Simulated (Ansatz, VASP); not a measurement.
## AlAu2: VASP beside Ansatz

```
Al Au
1.0
    -1.68278    1.68278    4.17346
     1.68278   -1.68278    4.17346
     1.68278    1.68278   -4.17346
Al Au
1 2
Direct
  0.00000 0.00000 0.00000
  0.66859 0.66859 0.00000
  0.33141 0.33141 0.00000
```

Alike in both runs: task single point; functional LDA; k mesh 16 × 16 × 16; occupations gaussian, width 0.15 eV; no spin polarisation.

```csv
,VASP,Ansatz
version,VASP 6.6.1,Ansatz 0.2.0
potentials or method,"VASP PAW LDA potentials, release 64 (Al, Au), cutoff 520 eV","scalar-relativistic, plane waves, PAW"
valence electrons in the cell,25,41
```

VASP gave:

| Item | Value |
| --- | --- |
| gap on the k mesh at the Fermi level (eV) | none |
| pressure (GPa) | 2.2 |
| traceless stress, the component that is largest in VASP (GPa) | -2.78 |
| rms of the force components (eV/Å) | 0.511 |

Q: Estimate Ansatz's values.

A: gap on the k mesh at the Fermi level (eV): none; pressure (GPa): 1.8; traceless stress, the component that is largest in VASP (GPa): -2.94; rms of the force components (eV/Å): 0.510.

LDA's correlation is that of Perdew and Zunger in VASP and of Perdew and Wang (1992) in Ansatz. Atom by atom the forces differ by 0.001 eV/Å (rms over components). A gap of «none» marks a metal or a gap that the smearing closes. VASP's potentials hold 25 valence electrons a cell and Ansatz's 41, so a difference there can come from the potentials and not from the codes.

Neither program's run includes spin-orbit coupling.
